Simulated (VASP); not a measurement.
Input of a VASP 6.6.1 run:

The input INCAR:

```
PREC = Accurate
ENCUT = 520
EDIFF = 1E-6
ISMEAR = -1
SIGMA = 0.1
LREAL = F
LASPH = T
NELM = 100
ALGO = Normal
ISIF = 2
LWAVE = F
LCHARG = F
GGA = PE
NBANDS = 10
```

The input KPOINTS:

```
regular mesh
0
Gamma
  19 19 19
```

POSCAR

```
BeB
1.0
    0.0000000000      1.9666366700      1.9666366700
    1.9666366700      0.0000000000      1.9666366700
    1.9666366700      1.9666366700      0.0000000000
Be B
1 1
Direct
    0.0195340000     -0.0043910000     -0.0095990000
    0.2767160000      0.2499000000      0.2211710000
```

Potentials or basis: VASP PAW PBE potentials, release 64 (Be, B).

Launch:

```sh
$ cat potpaw_PBE.64/Be/POTCAR potpaw_PBE.64/B/POTCAR > POTCAR
$ mpirun -np 1 vasp_std > vasp.out
```

(1) What does it give for the largest force?

(2) What does it give for the pressure?

(3) Estimate the band gap on the k mesh.

Answers

(1) 0.601 eV/Å.

(2) 62.2 GPa.

(3) zero (an odd number of electrons rules out a gap without spin polarisation).

Caveat: the cell stands under pressure; an odd number of electrons without spin polarisation forces a metal; a magnetic or distorted state may lie lower.
